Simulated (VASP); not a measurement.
# Mg3Zn5S8 (P1) in VASP: single point with PBEsol

Aim: the single point of Mg3Zn5S8 with PBEsol.

Everything below comes from runs of VASP 6.6.1. Logs are shortened: lines on timing, memory, paths and dates and some standing lists are left out, and cuts for length are marked.

## 1. The cell of the first run

The typed cell holds 64 atoms: a = 10.934 Å, b = 10.934 Å, c = 10.934 Å, α = 90.00°, β = 90.00°, γ = 90.00°.

## 2. Single point, PBEsol

File INCAR:

```
  PREC = Accurate
  ENCUT = 520
  EDIFF = 1E-7
  ISMEAR = -1
  SIGMA = 0.05
  LREAL = Auto
  LASPH = T
  NELM = 80
  ALGO = Normal
  ISIF = 2
  LWAVE = F
  LCHARG = F
  GGA = PS
  NBANDS = 266
  ISYM = 0
```

File KPOINTS:

```
Automatic mesh
0
Gamma
  1 1 1
  0.25 0.25 0.25
```

File POSCAR:

```
Mg3Zn5S8
1.0
   10.9335257322      0.0000000000      0.0000000000
    0.0000000000     10.9335257322      0.0000000000
    0.0000000000      0.0000000000     10.9335257322
Mg Zn S
12 20 32
Direct
    0.0000680000      0.9935020000      0.0023180000
    0.0012560000      0.5049040000      0.9993400000
    0.4995960000      0.9966380000      0.9997790000
    0.5003640000      0.9990400000      0.4998490000
    0.2529560000      0.2533110000      0.0028430000
    0.2503590000      0.2534170000      0.4966690000
    0.7465180000      0.2517410000      0.9986860000
    0.7517580000      0.7479620000      0.5028380000
    0.2505200000      0.9939860000      0.7484360000
    0.7515270000      0.9990910000      0.2518890000
    0.7480450000      0.5000970000      0.2512070000
    0.9965710000      0.2521170000      0.7444760000
    0.0006570000      0.9989360000      0.4989710000
    0.0015900000      0.5026870000      0.4995170000
    0.4980790000      0.5038860000      0.9986600000
    0.4976680000      0.4999650000      0.5018350000
    0.2516290000      0.7462150000      0.0023970000
    0.2487030000      0.7462870000      0.4987470000
    0.7497660000      0.2525330000      0.5019890000
    0.7480040000      0.7479770000      0.9956410000
    0.2480600000      0.9968200000      0.2522190000
    0.2520350000      0.5033240000      0.2522140000
    0.2526920000      0.5050130000      0.7486770000
    0.7507810000      0.9987790000      0.7483060000
    0.7458270000      0.5025720000      0.7474510000
    0.0017750000      0.2507180000      0.2552470000
    0.0053390000      0.7495180000      0.2518020000
    0.0001480000      0.7479480000      0.7478130000
    0.4980100000      0.2536820000      0.2522800000
    0.5030570000      0.2555480000      0.7484800000
    0.4948110000      0.7462620000      0.2483920000
    0.4996350000      0.7449640000      0.7513170000
    0.1245950000      0.1241990000      0.1339120000
    0.1234240000      0.1209020000      0.6196470000
    0.1311750000      0.6285020000      0.1305250000
    0.1250380000      0.6243330000      0.6240760000
    0.6195990000      0.1293160000      0.1306340000
    0.6295010000      0.1294420000      0.6289920000
    0.6198570000      0.6292360000      0.1194410000
    0.6188340000      0.6209930000      0.6270860000
    0.3804740000      0.3835110000      0.1306920000
    0.3774260000      0.3799920000      0.6287070000
    0.3686240000      0.8701750000      0.1290670000
    0.3762630000      0.8623260000      0.6235150000
    0.8801160000      0.3708790000      0.1284960000
    0.8691100000      0.3842600000      0.6190070000
    0.8734600000      0.8615930000      0.1262650000
    0.8804110000      0.8790220000      0.6280210000
    0.3742370000      0.1242840000      0.3666620000
    0.3798460000      0.1292900000      0.8686750000
    0.3750200000      0.6234960000      0.3767270000
    0.3740300000      0.6257910000      0.8760030000
    0.8785240000      0.1296830000      0.3816190000
    0.8717750000      0.1202330000      0.8725600000
    0.8840550000      0.6259800000      0.3745220000
    0.8693530000      0.6278820000      0.8676610000
    0.1220420000      0.3826050000      0.3711120000
    0.1293820000      0.3803960000      0.8688020000
    0.1252550000      0.8739630000      0.3770770000
    0.1261720000      0.8621230000      0.8760550000
    0.6191240000      0.3716940000      0.3815130000
    0.6204820000      0.3831280000      0.8716070000
    0.6205130000      0.8667720000      0.3704650000
    0.6282140000      0.8700680000      0.8679510000
```

Potentials or basis: VASP PAW PBE potentials, release 64 (Mg, Zn, S).

On the command line:

```console
> cat potpaw_PBE.64/Mg/POTCAR potpaw_PBE.64/Zn/POTCAR potpaw_PBE.64/S/POTCAR > POTCAR
> mpirun -np 1 vasp_std > vasp.out
```

OUTCAR:

```text
PREC = Accurate
   ENCUT = 520
   EDIFF = 1E-7
   ISMEAR = -1
   LREAL = Auto
   LASPH = T
   NELM = 80
   ISIF = 2
   GGA = PS
   ISYM = 0

 ion  position               nearest neighbor table
   1  0.000  0.994  0.002-  47 2.42  60 2.42  54 2.43  33 2.44
   2  0.001  0.505  0.999-  58 2.42  45 2.43  35 2.43  56 2.44
   3  0.500  0.997  1.000-  50 2.42  37 2.42  43 2.44  64 2.44
   4  0.500  0.999  0.500-  63 2.41  49 2.43  44 2.43  38 2.45
   5  0.253  0.253  0.003-  58 2.43  50 2.43  41 2.43  33 2.45
   6  0.250  0.253  0.497-  34 2.42  57 2.42  49 2.42  42 2.44
[... 56 lines left out ...]
  63  0.621  0.867  0.370-  31 2.33   4 2.41  10 2.41   8 2.42
  64  0.628  0.870  0.868-  20 2.33  32 2.34  24 2.34   3 2.44

IMPORTANT INFORMATION: All symmetrisations will be switched off!
NOSYMM: (Re-)initialisation of all symmetry stuff for point group C_1.

----------------------------------------------------------------------------------------

                                     Primitive cell

  volume of cell :    1307.0154

  direct lattice vectors                    reciprocal lattice vectors
    10.933525732  0.000000000  0.000000000     0.091461805  0.000000000  0.000000000
     0.000000000 10.933525732  0.000000000     0.000000000  0.091461805  0.000000000
     0.000000000  0.000000000 10.933525732     0.000000000  0.000000000  0.091461805

  length of vectors
    10.933525732 10.933525732 10.933525732     0.091461805  0.091461805  0.091461805

  position of ions in fractional coordinates (direct lattice)
     0.000068000  0.993502000  0.002318000
     0.001256000  0.504904000  0.999340000
     0.499596000  0.996638000  0.999779000
     0.500364000  0.999040000  0.499849000
     0.252956000  0.253311000  0.002843000
     0.250359000  0.253417000  0.496669000
[... 56 lines left out ...]
     0.620513000  0.866772000  0.370465000
     0.628214000  0.870068000  0.867951000

  ion indices of the primitive-cell ions
   primitive index   ion index
                 1           1
                 2           2
                 3           3
                 4           4
                 5           5
                 6           6
[... 56 lines left out ...]
                63          63
                64          64

----------------------------------------------------------------------------------------

 KPOINTS: Automatic mesh

Automatic generation of k-mesh.
 Grid dimensions read from file:
 generate k-points for:    1    1    1

 Generating k-lattice:

  Cartesian coordinates                     Fractional coordinates (reciprocal lattice)
     0.091461805  0.000000000  0.000000000     1.000000000  0.000000000  0.000000000
     0.000000000  0.091461805  0.000000000     0.000000000  1.000000000  0.000000000
     0.000000000  0.000000000  0.091461805     0.000000000  0.000000000  1.000000000

  Length of vectors
     0.091461805  0.091461805  0.091461805

  Shift w.r.t. Gamma in fractional coordinates (k-lattice)
     0.250000000  0.250000000  0.250000000

 Subroutine IBZKPT returns following result:
 ===========================================

 Found      4 irreducible k-points:

 Following reciprocal coordinates:
            Coordinates               Weight
  0.250000  0.250000  0.250000      2.000000
 -0.250000  0.250000  0.250000      2.000000
 -0.250000 -0.250000  0.250000      2.000000
  0.250000 -0.250000  0.250000      2.000000
   k-points           NKPTS =      4   k-points in BZ     NKDIM =      4   number of bands    NBANDS=    266
   number of dos      NEDOS =    301   number of ions     NIONS =     64
   total plane-waves  NPLWV = 592704
   dimension x,y,z NGX =    84 NGY =   84 NGZ =   84
   dimension x,y,z NGXF=   168 NGYF=  168 NGZF=  168
   ions per type =              12  20  32
   NGX,Y,Z   is equivalent  to a cutoff of  12.77, 12.77, 12.77 a.u.
   NGXF,Y,Z  is equivalent  to a cutoff of  25.54, 25.54, 25.54 a.u.
 SYSTEM =  unknown system
   PREC   = accura    normal or accurate (medium, high low for compatibility)
   ISTART =      0    job   : 0-new  1-cont  2-samecut
   ICHARG =      2    charge: 1-file 2-atom 10-const
   ISPIN  =      1    spin polarized calculation?
   LNONCOLLINEAR =      F non collinear calculations
   LSORBIT =      F    spin-orbit coupling
   LASPH  =      T    aspherical Exc in radial PAW
   ENCUT  =  520.0 eV  38.22 Ry    6.18 a.u.  20.33 20.33 20.33*2*pi/ulx,y,z
   NELM   =     80;   NELMIN=  2; NELMDL= -5     # of ELM steps
   EDIFF  = 0.1E-06   stopping-criterion for ELM
   LREAL  =      T    real-space projection
   EDIFFG = 0.1E-05   stopping-criterion for IOM
   NSW    =      0    number of steps for IOM
   IBRION =     -1    ionic relax: 0-MD 1-quasi-New 2-CG
   NFREE  =      0    steps in history (QN), initial steepest desc. (CG)
   ISIF   =      2    stress and relaxation
   ISYM   =      0    0-nonsym 1-usesym 2-fastsym
   POTIM  = 0.5000    time-step for ionic-motion
   TEBEG  =    0.0;   TEEND  =   0.0 temperature during run
   PSTRESS=    0.0 pullay stress
   NELECT =     456.0000    total number of electrons
   NUPDOWN=      -1.0000    fix difference up-down
   EMIN   =  10.00;   EMAX   =-10.00  energy-range for DOS
   EFERMI =   0.00;   METHOD = LEGACY
   ISMEAR =    -1;   SIGMA  =   0.05  broadening in eV -4-tet -1-fermi 0-gaus
   EFERMI_NEDOS =   21; number of points for ismear=-14 and -15
   IALGO  =     38    algorithm
   IMIX   =      4    mixing-type and parameters
     AMIX     =   0.40;   BMIX     =  1.00
     AMIX_MAG =   1.60;   BMIX_MAG =  1.00
  volume/ion in A,a.u.               =      20.42       137.82
  Fermi-wavevector in a.u.,A,eV,Ry     =   1.152487  2.177886 18.071631  1.328227
  Thomas-Fermi vector in A             =   2.289138
   LORBIT       =      0    0 simple, 1 ext, 2 COOP (PROOUT), +10 PAW based schemes
   GGA     = PS    functional components
   LHFCALC =     F    Hartree Fock is set to
   AEXX    =    0.0000 exact exchange contribution
   IVDW    =     0    specifies the selected vdW correction
   LEPSILON=     F    determine dielectric tensor
   LRPA    =     F    only Hartree local field effects (RPA)
 non-spin polarized calculation
  energy-cutoff  :      520.00
  volume of cell :     1307.02
 maximum number of plane-waves:     35255
 NGX is ok and might be reduce to    84
   NGX = 41   NGY = 41   NGZ = 41

 number of electron     456.0000050 magnetization

 Free energy of the ion-electron system (eV)
  ---------------------------------------------------
  ext. energy  EPLUGINS =         0.00000000
  ---------------------------------------------------
  free energy    TOTEN  =      -258.10328611 eV

  energy without entropy =     -258.10328611  energy(sigma->0) =     -258.10328611

 E-fermi :   2.9512     XC(G=0):  -9.4209

 val. band max:        1.7313681298   @ k =   0.2500   0.2500   0.2500
 cond. band min:       5.0044450874   @ k =   0.2500   0.2500   0.2500
 fundamental gap:      3.2730769576
 Fermi energy:         2.9511987938

 k-point     1 :       0.2500    0.2500    0.2500
  band No.  band energies     occupation
      1     -10.7341      2.00000
      2     -10.4904      2.00000
      3     -10.4524      2.00000
      4     -10.4026      2.00000
      5     -10.2653      2.00000
      6     -10.1968      2.00000
[... 232 lines left out ...]
    239       6.1546      0.00000
    240       6.2235      0.00000

 k-point     2 :      -0.2500    0.2500    0.2500
  band No.  band energies     occupation
      1     -10.7279      2.00000
      2     -10.5326      2.00000
      3     -10.4535      2.00000
      4     -10.3374      2.00000
      5     -10.2727      2.00000
      6     -10.2246      2.00000
[... 232 lines left out ...]
    239       6.1715      0.00000
    240       6.2130      0.00000

 k-point     3 :      -0.2500   -0.2500    0.2500
  band No.  band energies     occupation
      1     -10.7312      2.00000
      2     -10.5217      2.00000
      3     -10.4235      2.00000
      4     -10.3940      2.00000
      5     -10.2697      2.00000
      6     -10.2235      2.00000
[... 232 lines left out ...]
    239       6.1904      0.00000
    240       6.2360      0.00000

 k-point     4 :       0.2500   -0.2500    0.2500
  band No.  band energies     occupation
      1     -10.7316      2.00000
      2     -10.5027      2.00000
      3     -10.4672      2.00000
      4     -10.3749      2.00000
      5     -10.2516      2.00000
      6     -10.2091      2.00000
[... 232 lines left out ...]
    239       6.1912      0.00000
    240       6.2305      0.00000
 [bands above 240 left out]

------------------------ aborting loop because EDIFF is reached ----------------------------------------

  FORCE on cell =-STRESS in cart. coord.  units (eV):
  Direction    XX          YY          ZZ          XY          YZ          ZX
  --------------------------------------------------------------------------------------
  -------------------------------------------------------------------------------------
  Total        0.3375133      0.6722089      0.4107878      0.4681971      0.0844492      0.5293780
  in kB        0.4137336      0.8240132      0.5035556      0.5739296      0.1035203      0.6489269
  external PRESSURE =       0.5804341 kB  Pullay stress =       0.0000000 kB

 VOLUME and BASIS-vectors are now :
 -----------------------------------------------------------------------------
  energy-cutoff  :      520.00
  volume of cell :     1307.02
      direct lattice vectors                 reciprocal lattice vectors
    10.933525732  0.000000000  0.000000000     0.091461805  0.000000000  0.000000000
     0.000000000 10.933525732  0.000000000     0.000000000  0.091461805  0.000000000
     0.000000000  0.000000000 10.933525732     0.000000000  0.000000000  0.091461805

 POSITION                                       TOTAL-FORCE (eV/Angst)
 -----------------------------------------------------------------------------------
      0.00074     10.86248      0.02534         0.001511      0.001310     -0.001614
      0.01373      5.52038     10.92631         0.003176      0.001258      0.003834
      5.46235     10.89677     10.93111         0.010536      0.007605      0.009052
      5.47074     10.92303      5.46511        -0.000358     -0.000024     -0.000818
      2.76570      2.76958      0.03108         0.007576      0.004799      0.003926
      2.73731      2.77074      5.43034         0.003525      0.000678      0.002370
[... 56 lines left out ...]
      6.78439      9.47687      4.05049         0.011678      0.008437      0.006397
      6.86859      9.51291      9.48976         0.000227      0.018562      0.013094
 -----------------------------------------------------------------------------------
    total drift:                                0.007820      0.005542      0.000981

  FREE ENERGIE OF THE ION-ELECTRON SYSTEM (eV)
  ---------------------------------------------------
  free  energy   TOTEN  =      -258.1032861137 eV

  energy  without entropy=     -258.1032861135  energy(sigma->0) =     -258.10328611
```

Wall time 51 min (1 thread of Intel Xeon Platinum 8488C (Sapphire Rapids), shared host); peak memory 1.6 GiB.

What came out:

- Free energy: -258.1033 eV
- Pressure: 0.1 GPa
- Largest force: 0.027 eV/Å
- Band gap on the k mesh: 3.27 eV

Forces on the atoms (eV/Å):
```
Mg   0.002  0.001 -0.002
Mg   0.003  0.001  0.004
Mg   0.011  0.008  0.009
Mg   0.000  0.000 -0.001
Mg   0.008  0.005  0.004
Mg   0.004  0.001  0.002
Mg   0.003  0.003  0.003
Mg  -0.006  0.008  0.000
Mg   0.005 -0.001 -0.001
Mg  -0.005  0.001  0.003
Mg   0.001  0.004  0.005
Mg   0.003  0.003  0.005
Zn  -0.004 -0.002 -0.012
Zn  -0.011 -0.016 -0.010
Zn  -0.008 -0.013 -0.006
Zn  -0.009 -0.008 -0.008
Zn  -0.005 -0.008 -0.008
Zn  -0.002 -0.007 -0.010
Zn  -0.011 -0.008 -0.010
Zn  -0.013 -0.013 -0.003
Zn  -0.005 -0.007 -0.006
Zn  -0.007 -0.015 -0.010
Zn  -0.006 -0.011 -0.014
Zn  -0.009 -0.006 -0.011
Zn  -0.011 -0.014 -0.011
Zn  -0.007 -0.012 -0.006
Zn  -0.012 -0.014 -0.007
Zn  -0.008 -0.007 -0.009
Zn  -0.008 -0.009 -0.010
Zn  -0.006 -0.009 -0.014
Zn  -0.002 -0.004 -0.003
Zn  -0.010 -0.009 -0.009
S   -0.004  0.004 -0.020
S    0.010  0.010  0.013
S   -0.008 -0.005 -0.001
S    0.011  0.014  0.017
S    0.007 -0.015 -0.016
S   -0.003 -0.004 -0.002
S    0.022 -0.001  0.014
S    0.019  0.018 -0.005
S   -0.011 -0.003 -0.006
S   -0.006 -0.004 -0.001
S    0.014  0.022 -0.010
S    0.000  0.026  0.002
S   -0.008  0.010 -0.015
S    0.021  0.002  0.015
S    0.006  0.021  0.002
S   -0.003 -0.007 -0.003
S    0.000  0.002  0.022
S   -0.017 -0.009  0.007
S    0.007  0.013  0.019
S    0.005  0.011  0.014
S   -0.002 -0.008 -0.001
S    0.009  0.008  0.013
S   -0.019  0.000  0.000
S    0.019 -0.002  0.016
S    0.018  0.003  0.011
S   -0.014 -0.016  0.009
S    0.006  0.015  0.011
S    0.003  0.015  0.005
S    0.020  0.012  0.001
S    0.014  0.000  0.020
S    0.012  0.008  0.006
S    0.000  0.019  0.013
```

Stress tensor (GPa, compression positive):
```
0.04 0.06 0.06
0.06 0.08 0.01
0.06 0.01 0.05
```

Levels at points of the mesh, in eV from the valence-band top:
```tsv
k point	band 226	band 227	band 228	band 229	band 230	band 231
(0.25, 0.25, 0.25)	-0.29	-0.01	0.00	3.27	3.79	3.81
```

Caveat: the PAW data sets were made with another functional, which shifts forces and pressure a little; a shifted mesh leaves out Γ, where band edges can lie.
